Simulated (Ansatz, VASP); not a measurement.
## BN: VASP beside Ansatz

```
B N
1.0
     2.58524    0.00000    0.00000
    -1.29262    2.23888    0.00000
     0.00000    0.00000    6.75600
B N
2 2
Direct
  0.33333 0.66667 0.25000
  0.66667 0.33333 0.75000
  0.33333 0.66667 0.75000
  0.66667 0.33333 0.25000
```

Alike in both runs: task single point; functional PBEsol; k mesh 12 × 12 × 4; occupations gaussian, width 0.05 eV; no spin polarisation.

```csv
,VASP,Ansatz
version,VASP 6.6.1,Ansatz 0.2.0
potentials or method,"VASP PAW PBE potentials, release 64 (B, N), cutoff 520 eV","scalar-relativistic, plane waves, PAW"
valence electrons in the cell,16,16
```

|  | VASP | Ansatz | Ansatz less VASP |
| --- | --- | --- | --- |
| gap on the k mesh at the Fermi level (eV) | 4.03 | 4.04 | +0.006 |
| least direct gap on the mesh (eV) | 4.35 | 4.35 | +0.003 |
| pressure (GPa) | -19.2 | -19.6 | -0.36 |
| traceless stress, the component that is largest in VASP (GPa) | 19.47 | 19.95 | +0.483 |

VASP's potentials were made for PBE, not for PBEsol, and Ansatz warns of the same on its side.
